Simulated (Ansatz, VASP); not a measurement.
# One calculation of Bi, two programs

The input INCAR:

```
ALGO = Normal
EDIFF = 1E-7
ENCUT = 520
GGA = PE
ISIF = 2
ISMEAR = -1
LASPH = True
LCHARG = True
LELF = True
LREAL = False
LVHAR = True
LWAVE = False
NBANDS = 22
NELM = 80
PREC = Accurate
SIGMA = 0.03
```

File KPOINTS:

```
k-points
0
Gamma
  9 9 3
```

POSCAR

```
Bi
1.0
    4.5390002997     -0.0680850045     -0.0680850045
   -2.3284634934      3.9649320696     -0.0249208413
   -0.1774350000     -0.1774350000     11.8290000000
Bi
2
Direct
    0.3333333333      0.6666666667      0.2500000000
    0.6666666667      0.3333333333      0.7500000000
```

Input for Ansatz:

```yaml
crystal:
  lattice:
    - [4.5390002997, -0.0680850045, -0.0680850045]
    - [-2.3284634934, 3.9649320696, -0.0249208413]
    - [-0.177435, -0.177435, 11.829]
  atoms:
    - { symbol: Bi, position: [0.3333333333, 0.6666666667, 0.25] }
    - { symbol: Bi, position: [0.6666666667, 0.3333333333, 0.75] }
kpoints:
  mp_grid: { grid: [9, 9, 3] }
  band_path:
    path:
      - [0.0, 0.0, 0.0]
      - [0.0, 0.0, 0.5]
      - [-0.5, 0.5, 0.0]
      - [0.0, 0.0, 0.0]
      - [0.0, -0.5, 0.0]
      - [-0.5, 0.0, 0.5]
      - [0.0, 0.0, 0.0]
      - [-0.5, 0.0, 0.0]
      - [0.0, -0.5, 0.5]
    npoints: 5
scf:
  occupations: { method: fermi_dirac, width: 0.03 }
hamiltonian:
  xc: pbe
  pseudopotentials: { kind: all_electron, lapw: { basis_error: 0.0005 } }
output:
  forces: true
  stress: true
  eigenvalues: true
```

Change from the starting cell: equal xy, yz and zx shear strains of -3 %.

Alike in both runs: task single point; functional PBE; k mesh 9 × 9 × 3; occupations fermi-dirac, width 0.03 eV; no spin polarisation.

|  | VASP | Ansatz |
| --- | --- | --- |
| version | VASP 6.6.1 | Ansatz 0.2.0 |
| potentials or method | VASP PAW PBE potentials, release 64 (Bi_d), cutoff 520 eV | all-electron LAPW, scalar-relativistic |

|  | VASP | Ansatz | Ansatz less VASP |
| --- | --- | --- | --- |
| pressure (GPa) | -3.3 | -3.3 | +0.02 |
| traceless stress, the component that is largest in VASP (GPa) | 2.94 | 2.94 | 0.000 |

Ansatz ran all-electron here, and VASP with PAW potentials.

Neither program's run includes spin-orbit coupling.
